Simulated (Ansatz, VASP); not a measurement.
# Tl in VASP and in Ansatz

INCAR

```
SYSTEM = Tl
  PREC = Accurate
  ENCUT = 520
  EDIFF = 1E-6
  ISMEAR = -1
  SIGMA = 0.1
  LREAL = .False.
  LASPH = .True.
  NELM = 80
  ALGO = Normal
  ISIF = 2
  LWAVE = .False.
  LCHARG = .False.
  NBANDS = 12
```

The input KPOINTS:

```
regular mesh
0
Gamma
  14 14 14
  0 0 0
```

File POSCAR:

```
Tl
1.0
   -1.8306778819      1.8306778819      1.8306778819
    1.8306778819     -1.8306778819      1.8306778819
    1.8306778819      1.8306778819     -1.8306778819
Tl
1
Direct
    0.0000000000      0.0000000000      0.0000000000
```

Input for Ansatz:

```yaml
crystal:
  lattice:
    - [-1.8306778819, 1.8306778819, 1.8306778819]
    - [1.8306778819, -1.8306778819, 1.8306778819]
    - [1.8306778819, 1.8306778819, -1.8306778819]
  atoms:
    - { symbol: Tl, position: [0.0, 0.0, 0.0] }
kpoints:
  mp_grid: { grid: [14, 14, 14] }
scf:
  occupations: { method: fermi_dirac, width: 0.1 }
hamiltonian:
  xc: lda
  pseudopotentials: { kind: all_electron, lapw: { basis_error: 0.001 } }
output:
  forces: true
  stress: true
  eigenvalues: true
  populations: true
```

Change from the starting cell: volume scaled by 0.9, LAPW.

Alike in both runs: task single point; functional LDA; k mesh 14 × 14 × 14; occupations fermi-dirac, width 0.1 eV; no spin polarisation.

|  | VASP | Ansatz |
| --- | --- | --- |
| version | VASP 6.6.1 | Ansatz 0.2.0 |
| potentials or method | VASP PAW LDA potentials, release 64 (Tl_d), cutoff 520 eV | all-electron LAPW, scalar-relativistic |

Ansatz gave:

* pressure (GPa): 6.0

Task: What did VASP give for the same quantities?

Result: Pressure (GPa): 6.2.

LDA's correlation is that of Perdew and Zunger in VASP and of Perdew and Wang (1992) in Ansatz. Ansatz ran all-electron here, and VASP with PAW potentials.

Neither program's run includes spin-orbit coupling.
